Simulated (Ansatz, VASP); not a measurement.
# Two plane-wave programs on AlCo

```
CELL_PARAMETERS angstrom
2.70931 0.00000 0.00000
0.00000 2.70931 0.00000
0.00000 0.00000 2.70931
ATOMIC_POSITIONS crystal
Al 0.00000 0.00000 0.00000
Co 0.50000 0.50000 0.50000
```

Change from the starting cell: strain -0.050 along x and y, -0.050 along z, atoms carried along.

Alike in both runs: task single point; functional PBE; k mesh 22 × 22 × 22; occupations gaussian, width 0.15 eV; no spin polarisation.

```csv
,VASP,Ansatz
version,VASP 6.6.1,Ansatz 0.2.0
potentials or method,"VASP PAW PBE potentials, release 64 (Al, Co), cutoff 520 eV","scalar-relativistic, plane waves, PAW"
valence electrons in the cell,12,20
```

|  | VASP | Ansatz | Ansatz less VASP |
| --- | --- | --- | --- |
| gap on the k mesh at the Fermi level (eV) | none | none | - |
| pressure (GPa) | 38.2 | 38.3 | +0.11 |

A gap of «none» marks a metal or a gap that the smearing closes. Both programs put the cell under a high pressure, so it lies far from rest at this level. VASP's potentials hold 12 valence electrons a cell and Ansatz's 20, so a difference there can come from the potentials and not from the codes.
